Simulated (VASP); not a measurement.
Write the native input for VASP 6.6.1 that does the following.

```yaml
Task: single point
Functional: PBEsol
Potentials_or_basis: VASP PAW PBE potentials, release 64 (Hf_pv)
Cutoff: 520 eV
k_mesh: 10 × 10 × 10
Occupations: fermi-dirac, width 0.05 eV
Spin: no spin polarisation
Dipole_correction: no
Further_INCAR_settings: ALGO = Normal; EDIFF = 1e-06; NBANDS = 11
```

The structure of Hf lies in POSCAR:

```
Hf
1.0
   -1.7356607237      1.7356607237      1.7356607237
    1.7356607237     -1.7356607237      1.7356607237
    1.7356607237      1.7356607237     -1.7356607237
Hf
1
Direct
    0.0000000000      0.0000000000      0.0000000000
```

The input as run:

INCAR

```
SYSTEM = Hf
PREC = Accurate
ENCUT = 520
EDIFF = 1E-6
ISMEAR = -1
SIGMA = 0.05
LREAL = .False.
LASPH = .True.
NELM = 80
ALGO = Normal
ISIF = 2
LWAVE = .False.
LCHARG = .False.
GGA = PS
NBANDS = 11
```

KPOINTS

```
regular mesh
0
Gamma
  10 10 10
  0 0 0
```

Potentials or basis: VASP PAW PBE potentials, release 64 (Hf_pv).

Run with:

```sh
$ cat potpaw_PBE.64/Hf_pv/POTCAR > POTCAR
$ mpirun -np 1 vasp_std > vasp.out
```

Results of the run:

| Item | Value |
| --- | --- |
| Pressure | 1.8 GPa |
| Band gap on the k mesh | zero (band 5 reaches 6.43 eV, above the bottom of band 6 at 4.06 eV) |

Caveat: the PAW data sets were made with another functional, which shifts forces and pressure a little; spin-orbit coupling is left out, which moves the levels of the heavy elements.

Wall time 10 s on 1 thread of AMD EPYC 7R43 64-Core Processor (Zen 3), with other jobs on the host, peak memory 0.11 GiB.
